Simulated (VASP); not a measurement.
Co3W, 4 atoms in the cell. It takes space group Pm-3m (No. 221, cubic). The conventional cell has a = 3.529 Å, b = 3.529 Å, c = 3.529 Å, α = 90.00°, β = 90.00°, γ = 90.00°. Within 3.3 Å of Co (site symmetry 4/mmm) lie 8 Co at 2.50 Å and 4 W at 2.50 Å. Within 3.3 Å of W (site symmetry m-3m) lie 12 Co at 2.50 Å. 

| Quantity | Value |
| --- | --- |
| Program | VASP 6.6.1 |
| Task | single point |
| Functional | r2SCAN |
| Potentials or basis | VASP PAW PBE potentials, release 64 (Co, W_sv) |
| Cutoff | 660 eV |
| k mesh | 12 × 12 × 12 |
| Occupations | gaussian, width 0.1 eV |
| Spin | collinear spin, ferrimagnetic start |
| Starting moments | [-0.53, -0.53, -0.53, 0.2] μB |
| Dipole correction | no |
| Further INCAR settings | ALGO = Normal; EDIFF = 1e-06; NBANDS = 32 |

Potentials or basis: VASP PAW PBE potentials, release 64 (Co, W_sv).

Run with:

```console
$ cat potpaw_PBE.64/Co/POTCAR potpaw_PBE.64/W_sv/POTCAR > POTCAR
$ cp INCAR.step1 INCAR
$ mpirun -np 1 vasp_std > vasp.out
$ cp INCAR.step2 INCAR
$ mpirun -np 1 vasp_std > vasp.out
```

Hardware: 1 thread of Intel(R) Xeon(R) Platinum 8375C CPU @ 2.90GHz (Ice Lake) (shared host).

Task: How long does it take, and how much memory?

Result: Run time: 16 min on 1 thread of Intel(R) Xeon(R) Platinum 8375C CPU @ 2.90GHz (Ice Lake), on a shared host, peak memory 0.38 GiB. Counts: k points 84.
